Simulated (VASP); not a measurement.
# TiB2 (Fd-3m) in VASP: a series of runs, part 2 of 2

VASP 6.6.1. The steps go on from the part before.

## 4. Single point, PBE

This run uses another cell than the first one, of 43.12 Å³/atom, 3.734 times its volume.

INCAR

```
PREC = Accurate ; ENCUT = 520
EDIFF = 1E-6 ; ISMEAR = 0
SIGMA = 0.1 ; LREAL = False
LASPH = True ; NELM = 100
ALGO = Normal ; ISIF = 2
LWAVE = False ; LCHARG = False
GGA = PE ; NBANDS = 27
```

KPOINTS

```
regular mesh
0
Gamma
  4 4 4
```

POSCAR

```
TiB2
1.0
    0.0000000000      5.0576473486      5.0576473486
    5.0576473486      0.0000000000      5.0576473486
    5.0576473486      5.0576473486      0.0000000000
Ti B
2 4
Direct
    0.7500000000      0.7500000000      0.7500000000
    0.5000000000      0.5000000000      0.5000000000
    0.6250000000      0.6250000000      0.6250000000
    0.6250000000      0.6250000000      0.1250000000
    0.6250000000      0.1250000000      0.6250000000
    0.1250000000      0.6250000000      0.6250000000
```

Potentials or basis: VASP PAW PBE potentials, release 64 (Ti_sv, B).

Launch:

```bash
> cat potpaw_PBE.64/Ti_sv/POTCAR potpaw_PBE.64/B/POTCAR > POTCAR
> mpirun -np 1 vasp_std > vasp.out
```

OUTCAR:

```text
PREC = Accurate
   ENCUT = 520
   EDIFF = 1E-6
   ISMEAR = 0
   LREAL = False
   LASPH = True
   NELM = 100
   ISIF = 2
   GGA = PE

 ion  position               nearest neighbor table
   1  0.750  0.750  0.750-   3 2.19   4 2.19   5 2.19   6 2.19
   2  0.500  0.500  0.500-   3 2.19   4 2.19   5 2.19   6 2.19
   3  0.625  0.625  0.625-   1 2.19   2 2.19
   4  0.625  0.625  0.125-   1 2.19   2 2.19
   5  0.625  0.125  0.625-   1 2.19   2 2.19
   6  0.125  0.625  0.625-   1 2.19   2 2.19

  LATTYP: Found a face centered cubic cell.
 ALAT       =    10.1152946972

  Lattice vectors:

 A1 = (   0.0000000000,   5.0576473486,   5.0576473486)
 A2 = (   5.0576473486,   0.0000000000,   5.0576473486)
 A3 = (   5.0576473486,   5.0576473486,   0.0000000000)

Analysis of symmetry for initial positions (statically):
=====================================================================
 Subroutine PRICEL returns:
 Original cell was already a primitive cell.

 Routine SETGRP: Setting up the symmetry group for a
 face centered cubic supercell.

 Subroutine GETGRP returns: Found 48 space group operations
 (whereof 24 operations were pure point group operations)
 out of a pool of 48 trial point group operations.

The static configuration has the point symmetry T_d .
 The point group associated with its full space group is O_h .

Analysis of symmetry for dynamics (positions and initial velocities):
=====================================================================
 Subroutine PRICEL returns:
 Original cell was already a primitive cell.

 Routine SETGRP: Setting up the symmetry group for a
 face centered cubic supercell.

 Subroutine GETGRP returns: Found 48 space group operations
 (whereof 24 operations were pure point group operations)
 out of a pool of 48 trial point group operations.

The dynamic configuration has the point symmetry T_d .
 The point group associated with its full space group is O_h .

[... 111 lines left out ...]
  Fermi-wavevector in a.u.,A,eV,Ry     =   0.848302  1.603058  9.790972  0.719616
  Thomas-Fermi vector in A             =   1.963944
   LORBIT       =      0    0 simple, 1 ext, 2 COOP (PROOUT), +10 PAW based schemes
   GGA     = PE    functional components
   LHFCALC =     F    Hartree Fock is set to
   AEXX    =    0.0000 exact exchange contribution
   IVDW    =     0    specifies the selected vdW correction
   LEPSILON=     F    determine dielectric tensor
   LRPA    =     F    only Hartree local field effects (RPA)
 non-spin polarized calculation
 Gauss-broadening in eV      SIGMA  =   0.10
  energy-cutoff  :      520.00
  volume of cell :      258.75
 maximum number of plane-waves:      6982
 NGX is ok and might be reduce to    54
   NGX = 27   NGY = 27   NGZ = 27

 number of electron      36.0000013 magnetization

 Free energy of the ion-electron system (eV)
  ---------------------------------------------------
  ext. energy  EPLUGINS =         0.00000000
  ---------------------------------------------------
  free energy    TOTEN  =       -25.89882937 eV

  energy without entropy =      -25.80943082  energy(sigma->0) =      -25.85413010

 E-fermi :  -2.0139     XC(G=0):  -5.3007

 val. band max:       -2.0199345012   @ k =   0.5000   0.0000   0.0000
 cond. band min:      -1.9863402310   @ k =   0.5000   0.2500   0.0000
 fundamental gap:      0.0335942702
 Fermi energy:        -2.0139450296

 k-point     1 :       0.0000    0.0000    0.0000
  band No.  band energies     occupation
      1     -57.7119      2.00000
      2     -57.7117      2.00000
      3     -33.9987      2.00000
      4     -33.9987      2.00000
      5     -33.9987      2.00000
      6     -33.9984      2.00000
[... 229 lines left out ...]
     26       1.0417      0.00000
     27       2.1342      0.00000

------------------------ aborting loop because EDIFF is reached ----------------------------------------

  FORCE on cell =-STRESS in cart. coord.  units (eV):
  Direction    XX          YY          ZZ          XY          YZ          ZX
  --------------------------------------------------------------------------------------
  -------------------------------------------------------------------------------------
  Total        0.4894790      0.4894790      0.4894790      0.0000000      0.0000000      0.0000000
  in kB        3.0308816      3.0308816      3.0308816      0.0000000      0.0000000      0.0000000
  external PRESSURE =       3.0308816 kB  Pullay stress =       0.0000000 kB

 VOLUME and BASIS-vectors are now :
 -----------------------------------------------------------------------------
  energy-cutoff  :      520.00
  volume of cell :      258.75
      direct lattice vectors                 reciprocal lattice vectors
     0.000000000  5.057647349  5.057647349    -0.098860194  0.098860194  0.098860194
     5.057647349  0.000000000  5.057647349     0.098860194 -0.098860194  0.098860194
     5.057647349  5.057647349  0.000000000     0.098860194  0.098860194 -0.098860194

 POSITION                                       TOTAL-FORCE (eV/Angst)
 -----------------------------------------------------------------------------------
      7.58647      7.58647      7.58647        -0.000000     -0.000000     -0.000000
      5.05765      5.05765      5.05765         0.000000      0.000000      0.000000
      6.32206      6.32206      6.32206         0.000000     -0.000000     -0.000000
      3.79324      3.79324      6.32206         0.000000     -0.000000     -0.000000
      3.79324      6.32206      3.79324         0.000000     -0.000000     -0.000000
      6.32206      3.79324      3.79324         0.000000     -0.000000     -0.000000
 -----------------------------------------------------------------------------------
    total drift:                                0.000000      0.000000      0.000000

  FREE ENERGIE OF THE ION-ELECTRON SYSTEM (eV)
  ---------------------------------------------------
  free  energy   TOTEN  =       -25.8988293702 eV

  energy  without entropy=      -25.8094308238  energy(sigma->0) =      -25.85413010
```

OSZICAR:

```text
N       E                     dE             d eps       ncg     rms          rms(c)
DAV:   1     0.296173277849E+03    0.29617E+03   -0.16753E+04   504   0.114E+03
DAV:   2     0.852572429973E+01   -0.28765E+03   -0.28133E+03   527   0.315E+02
DAV:   3    -0.238533975456E+02   -0.32379E+02   -0.31491E+02   765   0.949E+01
DAV:   4    -0.296879732857E+02   -0.58346E+01   -0.57806E+01   664   0.298E+01
DAV:   5    -0.300254957744E+02   -0.33752E+00   -0.33743E+00   605   0.694E+00    0.163E+01
DAV:   6    -0.272345878269E+02    0.27909E+01   -0.44423E+01   605   0.376E+01    0.895E+00
DAV:   7    -0.260499050468E+02    0.11847E+01   -0.15490E+01   620   0.213E+01    0.492E+00
DAV:   8    -0.258794252871E+02    0.17048E+00   -0.16853E+00   611   0.789E+00    0.127E+00
DAV:   9    -0.258878989058E+02   -0.84736E-02   -0.14901E-01   607   0.223E+00    0.636E-01
DAV:  10    -0.258953685918E+02   -0.74697E-02   -0.25178E-02   558   0.675E-01    0.215E-01
DAV:  11    -0.258974519107E+02   -0.20833E-02   -0.94776E-03   613   0.588E-01    0.198E-01
DAV:  12    -0.258985622525E+02   -0.11103E-02   -0.25537E-03   547   0.310E-01    0.570E-02
DAV:  13    -0.258987400202E+02   -0.17777E-03   -0.44648E-04   471   0.926E-02    0.301E-02
DAV:  14    -0.258988253219E+02   -0.85302E-04   -0.11755E-04   551   0.550E-02    0.927E-03
DAV:  15    -0.258988274428E+02   -0.21209E-05   -0.99833E-06   525   0.187E-02    0.261E-03
DAV:  16    -0.258988291040E+02   -0.16612E-05   -0.24675E-06   406   0.795E-03    0.178E-03
DAV:  17    -0.258988293702E+02   -0.26622E-06   -0.51970E-07   314   0.370E-03
   1 F= -.25898829E+02 E0= -.25854130E+02  d E =-.893985E-01
```

It took 1.7 min on 1 thread of Intel Xeon 6975P-C, shared host; peak memory 0.41 GiB.

What came out:

```
Free energy            : -25.8988 eV
Pressure               : 0.3 GPa
Band gap on the k mesh : zero (filled and empty bands touch)
```

Levels at points of the mesh, in eV from the Fermi level:
```
           k point  band 16  band 17  band 18  band 19  band 20  band 21
(0.00, 0.00, 0.00)    -0.18    -0.18    -0.18     0.35     0.35     0.35
(0.50, 0.00, 0.00)    -0.28    -0.07    -0.01    -0.01     0.43     0.43
(0.50, 0.50, 0.00)    -0.24    -0.07    -0.07     0.37     0.37     0.48
```

## 5. The runs side by side

```tsv
task	cell	cutoff (eV)	gap on the mesh (eV)	pressure (GPa)
single point	a = 4.610 Å, angles 60.0°, 6 atoms	520	none	162.4
relaxation of cell and atoms	relaxed from a = 4.610 Å, angles 60.0°, 6 atoms	600	none	0.0
single point	a = 7.153 Å, angles 60.0°, 6 atoms	520	none	0.3
```

Alike in all rows: level PBE; potentials or basis VASP PAW PBE potentials, release 64 (Ti_sv, B); no spin polarisation; k mesh 4 × 4 × 4; smearing gaussian 0.1 eV.

Caveats: some runs use coarse meshes; the volume moved by over 15 % at a fixed basis, so the end points are rough (some runs).

Absolute energies hang on the potentials; compare differences alone.
